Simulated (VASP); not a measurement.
# InP (I-4m2) in VASP: relaxation of the atoms with LDA

Aim: the relaxation of the atoms of InP with LDA.

Program: VASP 6.6.1. These are calculated values, not measurements. Logs are shortened: lines on timing, memory, paths and dates and some standing lists are left out, and cuts for length are marked.

## 1. The cell of the first run

Symmetry: I-4m2, No. 119, tetragonal system. The conventional cell has a = 3.667 Å, b = 3.667 Å, c = 5.827 Å, α = 90.00°, β = 90.00°, γ = 90.00°. In (site symmetry -4m2) has 4 P at 2.34 Å within 3.1 Å. Within 3.1 Å of P (site symmetry -4m2) lie 4 In at 2.34 Å.

## 2. Relaxation of the atoms, LDA

Contents of INCAR:

```
ALGO = Normal ; EDIFF = 1E-7
EDIFFG = -0.01 ; ENCUT = 450
GGA = CA ; GGA_COMPAT = F
IBRION = 2 ; ISIF = 2
ISMEAR = 0 ; LASPH = T
LCHARG = F ; LREAL = F
LWAVE = F ; NELM = 120
NELMIN = 4 ; NSW = 50
PREC = Accurate ; SIGMA = 0.05
```

Contents of KPOINTS:

```
k-points
0
Gamma
  10 10 10
```

Contents of POSCAR:

```
InP
1.0
    0.0000000000      2.9134905978      2.5930066320
    2.5930066320      0.0000000000      2.5930066320
    2.5930066320      2.9134905978      0.0000000000
In P
1 1
Direct
    0.0000000000      0.0000000000      0.0000000000
    0.7500000000      0.7500000000      0.7500000000
```

Potentials or basis: VASP PAW LDA potentials, release 64 (In_d, P).

Command:

```bash
$ cat potpaw_LDA.64/In_d/POTCAR potpaw_LDA.64/P/POTCAR > POTCAR
$ mpirun -np 1 vasp_std > vasp.out
```

OUTCAR:

```text
EDIFF = 1E-7
   EDIFFG = -0.01
   ENCUT = 450
   GGA = CA
   IBRION = 2
   ISIF = 2
   ISMEAR = 0
   LASPH = T
   LREAL = F
   NELM = 120
   NELMIN = 4
   NSW = 50
   PREC = Accurate

 ion  position               nearest neighbor table
   1  0.000  0.000  0.000-   2 2.34   2 2.34   2 2.34   2 2.34
   2  0.750  0.750  0.750-   1 2.34   1 2.34   1 2.34   1 2.34

  LATTYP: Found a body centered tetragonal cell.
 ALAT       =     3.6670651463
 C/A-ratio  =     1.5890040027

  Lattice vectors:

 A1 = (   0.0000000000,  -2.9134905978,   2.5930066320)
 A2 = (   0.0000000000,  -2.9134905978,  -2.5930066320)
 A3 = (   2.5930066320,   2.9134905978,   0.0000000000)

Analysis of symmetry for initial positions (statically):
=====================================================================
 Subroutine PRICEL returns:
 Original cell was already a primitive cell.

 Routine SETGRP: Setting up the symmetry group for a
 body centered tetragonal supercell.

 Subroutine GETGRP returns: Found  8 space group operations
 (whereof  8 operations were pure point group operations)
 out of a pool of 16 trial point group operations.

The static configuration has the point symmetry D_2d.

Analysis of symmetry for dynamics (positions and initial velocities):
=====================================================================
 Subroutine PRICEL returns:
 Original cell was already a primitive cell.

 Routine SETGRP: Setting up the symmetry group for a
 body centered tetragonal supercell.

 Subroutine GETGRP returns: Found  8 space group operations
 (whereof  8 operations were pure point group operations)
 out of a pool of 16 trial point group operations.

The dynamic configuration has the point symmetry D_2d.

 Subroutine INISYM returns: Found  8 space group operations
 (whereof  8 operations are pure point group operations),
 and found     1 'primitive' translations

----------------------------------------------------------------------------------------

                                     Primitive cell

  volume of cell :      39.1788

  direct lattice vectors                    reciprocal lattice vectors
     0.000000000  2.913490598  2.593006632    -0.192826348  0.171615450  0.192826348
     2.593006632  0.000000000  2.593006632     0.192826348 -0.171615450  0.192826348
     2.593006632  2.913490598  0.000000000     0.192826348  0.171615450 -0.192826348

  length of vectors
     3.900270613  3.667065146  3.900270613     0.322204693  0.322204693  0.322204693

  position of ions in fractional coordinates (direct lattice)
     0.000000000  0.000000000  0.000000000
     0.750000000  0.750000000  0.750000000

  ion indices of the primitive-cell ions
   primitive index   ion index
                 1           1
                 2           2

----------------------------------------------------------------------------------------

 KPOINTS: k-points

Automatic generation of k-mesh.
 Grid dimensions read from file:
 generate k-points for:   10   10   10

 Generating k-lattice:

  Cartesian coordinates                     Fractional coordinates (reciprocal lattice)
    -0.019282635  0.017161545  0.019282635     0.100000000  0.000000000 -0.000000000
     0.019282635 -0.017161545  0.019282635     0.000000000  0.100000000  0.000000000
     0.019282635  0.017161545 -0.019282635    -0.000000000  0.000000000  0.100000000

  Length of vectors
     0.032220469  0.032220469  0.032220469

  Shift w.r.t. Gamma in fractional coordinates (k-lattice)
     0.000000000  0.000000000  0.000000000

 Subroutine IBZKPT returns following result:
 ===========================================

 Found    102 irreducible k-points:

 Following reciprocal coordinates:
            Coordinates               Weight
  0.000000  0.000000  0.000000      1.000000
  0.100000  0.000000  0.000000      8.000000
  0.200000  0.000000  0.000000      8.000000
  0.300000  0.000000  0.000000      8.000000
  0.400000  0.000000  0.000000      8.000000
  0.500000  0.000000  0.000000      4.000000
[... 16 lines left out ...]
  0.300000  0.300000  0.000000      4.000000
  0.400000  0.300000  0.000000     16.000000
 [... further k-points ...]
   k-points           NKPTS =    102   k-points in BZ     NKDIM =    102   number of bands    NBANDS=     13
   number of dos      NEDOS =    301   number of ions     NIONS =      2
   total plane-waves  NPLWV =  21952
   dimension x,y,z NGX =    28 NGY =   28 NGZ =   28
   dimension x,y,z NGXF=    56 NGYF=   56 NGZF=   56
   ions per type =               1   1
   NGX,Y,Z   is equivalent  to a cutoff of  11.93, 12.69, 11.93 a.u.
   NGXF,Y,Z  is equivalent  to a cutoff of  23.87, 25.39, 23.87 a.u.
 SYSTEM =  unknown system
   PREC   = accura    normal or accurate (medium, high low for compatibility)
   ISTART =      0    job   : 0-new  1-cont  2-samecut
   ICHARG =      2    charge: 1-file 2-atom 10-const
   ISPIN  =      1    spin polarized calculation?
   LNONCOLLINEAR =      F non collinear calculations
   LSORBIT =      F    spin-orbit coupling
   LASPH  =      T    aspherical Exc in radial PAW
   ENCUT  =  450.0 eV  33.07 Ry    5.75 a.u.   6.75  6.34  6.75*2*pi/ulx,y,z
   NELM   =    120;   NELMIN=  4; NELMDL= -5     # of ELM steps
   EDIFF  = 0.1E-06   stopping-criterion for ELM
   LREAL  =      F    real-space projection
   EDIFFG = -.1E-01   stopping-criterion for IOM
   NSW    =     50    number of steps for IOM
   IBRION =      2    ionic relax: 0-MD 1-quasi-New 2-CG
   NFREE  =      1    steps in history (QN), initial steepest desc. (CG)
   ISIF   =      2    stress and relaxation
   ISYM   =      2    0-nonsym 1-usesym 2-fastsym
   POTIM  = 0.5000    time-step for ionic-motion
   TEBEG  =    0.0;   TEEND  =   0.0 temperature during run
   PSTRESS=    0.0 pullay stress
   NELECT =      18.0000    total number of electrons
   NUPDOWN=      -1.0000    fix difference up-down
   EMIN   =  10.00;   EMAX   =-10.00  energy-range for DOS
   EFERMI =   0.00;   METHOD = LEGACY
   ISMEAR =     0;   SIGMA  =   0.05  broadening in eV -4-tet -1-fermi 0-gaus
   EFERMI_NEDOS =   21; number of points for ismear=-14 and -15
   IALGO  =     38    algorithm
   IMIX   =      4    mixing-type and parameters
     AMIX     =   0.40;   BMIX     =  1.00
     AMIX_MAG =   1.60;   BMIX_MAG =  1.00
  volume/ion in A,a.u.               =      19.59       132.20
  Fermi-wavevector in a.u.,A,eV,Ry     =   1.263229  2.387156 21.711458  1.595747
  Thomas-Fermi vector in A             =   2.396596
   LORBIT       =      0    0 simple, 1 ext, 2 COOP (PROOUT), +10 PAW based schemes
   GGA     = CA    functional components
   LHFCALC =     F    Hartree Fock is set to
   AEXX    =    0.0000 exact exchange contribution
   IVDW    =     0    specifies the selected vdW correction
   LEPSILON=     F    determine dielectric tensor
   LRPA    =     F    only Hartree local field effects (RPA)
 conjugate gradient relaxation of ions
 non-spin polarized calculation
 Gauss-broadening in eV      SIGMA  =   0.05
  energy-cutoff  :      450.00
  volume of cell :       39.18
 maximum number of plane-waves:       864
   NGX = 13   NGY = 13   NGZ = 13

 number of electron      18.0000004 magnetization

 Free energy of the ion-electron system (eV)
  ---------------------------------------------------
  ext. energy  EPLUGINS =         0.00000000
  ---------------------------------------------------
  free energy    TOTEN  =        -8.90334907 eV

  energy without entropy =       -8.90334907  energy(sigma->0) =       -8.90334907

 E-fermi :   8.6718     XC(G=0): -10.7487

 val. band max:        8.4780844904   @ k =   0.0000   0.0000   0.0000
 cond. band min:       9.0561506772   @ k =   0.5000   0.5000   0.0000
 fundamental gap:      0.5780661869
 Fermi energy:         8.6718323849

 k-point     1 :       0.0000    0.0000    0.0000
  band No.  band energies     occupation
      1      -6.8517      2.00000
      2      -6.7786      2.00000
      3      -6.7786      2.00000
      4      -6.5307      2.00000
      5      -6.4655      2.00000
      6      -5.3252      2.00000
      7       7.6586      2.00000
      8       8.4781      2.00000
      9       8.4781      2.00000
     10       9.9707      0.00000
     11      12.1114      0.00000
     12      12.1114      0.00000
     13      12.1958      0.00000

 k-point     2 :       0.1000    0.0000    0.0000
  band No.  band energies     occupation
      1      -6.8607      2.00000
      2      -6.7976      2.00000
      3      -6.7687      2.00000
      4      -6.5241      2.00000
      5      -6.4689      2.00000
      6      -5.1524      2.00000
      7       6.8890      2.00000
      8       7.8174      2.00000
      9       8.3154      2.00000
     10      10.5380      0.00000
     11      12.0814      0.00000
     12      12.3938      0.00000
     13      12.6503      0.00000

 k-point     3 :       0.2000    0.0000    0.0000
  band No.  band energies     occupation
      1      -6.9285      2.00000
      2      -6.7882      2.00000
      3      -6.7442      2.00000
      4      -6.5068      2.00000
      5      -6.4760      2.00000
      6      -4.6646      2.00000
      7       5.0508      2.00000
      8       7.2492      2.00000
      9       7.9701      2.00000
     10      10.4763      0.00000
     11      12.4987      0.00000
     12      12.9973      0.00000
     13      13.6607      0.00000
[... 305 lines left out ...]
 k-point    23 :       0.3000    0.3000    0.0000
  band No.  band energies     occupation
      1      -7.0879      2.00000
      2      -6.6882      2.00000
      3      -6.6319      2.00000
      4      -6.5854      2.00000
      5      -6.4417      2.00000
      6      -3.3888      2.00000
      7       4.0593      2.00000
      8       5.3851      2.00000
      9       5.6495      2.00000
     10       9.5976      0.00000
     11      11.1585      0.00000
     12      14.6727      0.00000
     13      16.4701      0.00000

 k-point    24 :       0.4000    0.3000    0.0000
  band No.  band energies     occupation
      1      -7.1272      2.00000
      2      -6.6686      2.00000
      3      -6.6077      2.00000
      4      -6.5900      2.00000
      5      -6.4283      2.00000
      6      -2.7188      2.00000
      7       2.9651      2.00000
      8       4.9227      2.00000
      9       5.2698      2.00000
     10       9.6946      0.00000
     11      10.9508      0.00000
     12      14.8506      0.00000
     13      16.9448      0.00000

 [... further k-points ...]

------------------------ aborting loop because EDIFF is reached ----------------------------------------

  FORCE on cell =-STRESS in cart. coord.  units (eV):
  Direction    XX          YY          ZZ          XY          YZ          ZX
  --------------------------------------------------------------------------------------
  -------------------------------------------------------------------------------------
  Total        7.0354844      5.9556434      7.0354844      0.0000000      0.0000000      0.0000000
  in kB      287.7091758    243.5501492    287.7091758      0.0000000      0.0000000      0.0000000
  external PRESSURE =     272.9895003 kB  Pullay stress =       0.0000000 kB

 VOLUME and BASIS-vectors are now :
 -----------------------------------------------------------------------------
  energy-cutoff  :      450.00
  volume of cell :       39.18
      direct lattice vectors                 reciprocal lattice vectors
     0.000000000  2.913490598  2.593006632    -0.192826348  0.171615450  0.192826348
     2.593006632  0.000000000  2.593006632     0.192826348 -0.171615450  0.192826348
     2.593006632  2.913490598  0.000000000     0.192826348  0.171615450 -0.192826348

 POSITION                                       TOTAL-FORCE (eV/Angst)
 -----------------------------------------------------------------------------------
      0.00000      0.00000      0.00000        -0.000000      0.000000     -0.000000
      3.88951      4.37024      3.88951         0.000000      0.000000      0.000000
 -----------------------------------------------------------------------------------
    total drift:                                0.000001     -0.000000      0.000001

  FREE ENERGIE OF THE ION-ELECTRON SYSTEM (eV)
  ---------------------------------------------------
  free  energy   TOTEN  =        -8.9033490698 eV

  energy  without entropy=       -8.9033490698  energy(sigma->0) =       -8.90334907

 reached required accuracy - stopping structural energy minimisation
```

It took 41 s on 1 thread of Oxide Virtual Turin-like, shared host; peak memory 0.14 GiB.

What came out:

- Free energy: -8.9033 eV
- Pressure after relaxing: 27.3 GPa
- Band gap on the k mesh: 0.58 eV (least direct gap 1.49 eV)

Stress tensor (GPa, compression positive):
```
28.77  0.00  0.00
 0.00 24.36  0.00
 0.00  0.00 28.77
```

Final structure:
```xyz
2
Lattice="0.0000 2.9135 2.5930 2.5930 0.0000 2.5930 2.5930 2.9135 0.0000" Properties=species:S:1:pos:R:3 pbc="T T T"
In    0.0000    0.0000    0.0000
P     3.8895    4.3702    3.8895
```

Levels at points of the mesh, in eV from the valence-band top:
```csv
k point,band 7,band 8,band 9,band 10,band 11,band 12
"(0.00, 0.00, 0.00)",-0.82,0.00,0.00,1.49,3.63,3.63
"(0.50, 0.00, 0.00)",-7.66,-2.20,-1.14,1.26,4.27,4.94
"(0.50, 0.50, 0.00)",-7.02,-3.89,-3.78,0.58,1.30,9.74
"(0.50, 0.00, 0.50)",-8.01,-3.01,-3.01,1.52,2.47,9.40
```

Caveat: semilocal functionals underestimate gaps, and a narrow one can read as zero; spin-orbit coupling is left out, which moves the levels of the heavy elements. A k mesh can miss the band edges.
